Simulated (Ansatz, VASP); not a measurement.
## Al2GaP3: VASP beside Ansatz

```xyz
12
Lattice="6.7306 0.0000 0.0000 -3.3653 5.8289 0.0000 0.0000 0.0000 6.3887" Properties=species:S:1:pos:R:3 pbc="T T T"
Al    0.0000    0.0000    0.0025
Al    2.2438    3.8863    3.1923
Al    2.2430    0.0000    3.1923
Al   -1.1215    1.9425    3.1923
Ga    0.0000    3.8859    0.0061
Ga    3.3653    1.9430    0.0061
P     0.0000    3.8859    2.4012
P     0.0000    0.0000    2.3924
P     3.3653    1.9430    2.4012
P     2.2449    3.8883    5.5848
P     2.2408    0.0000    5.5848
P    -1.1204    1.9406    5.5848
```

Alike in both runs: functional PBE; k mesh 6 × 6 × 4; occupations gaussian, width 0.02 eV; no spin polarisation.

Ansatz relaxed the structure, and its values are those at the end. VASP's run is a single point on that final structure, the one shown.

|  | VASP | Ansatz |
| --- | --- | --- |
| version | VASP 6.6.1 | Ansatz 0.2.0 |
| potentials or method | VASP PAW PBE potentials, release 64 (Al, Ga_d, P), cutoff 520 eV | scalar-relativistic, plane waves, PAW |
| valence electrons in the cell | 68 | 68 |

```csv
,VASP,Ansatz,Ansatz less VASP
gap on the k mesh at the Fermi level (eV),1.71,1.71,+0.003
least direct gap on the mesh (eV),1.84,1.84,+0.003
pressure (GPa),-0.1,0.0,+0.07
```
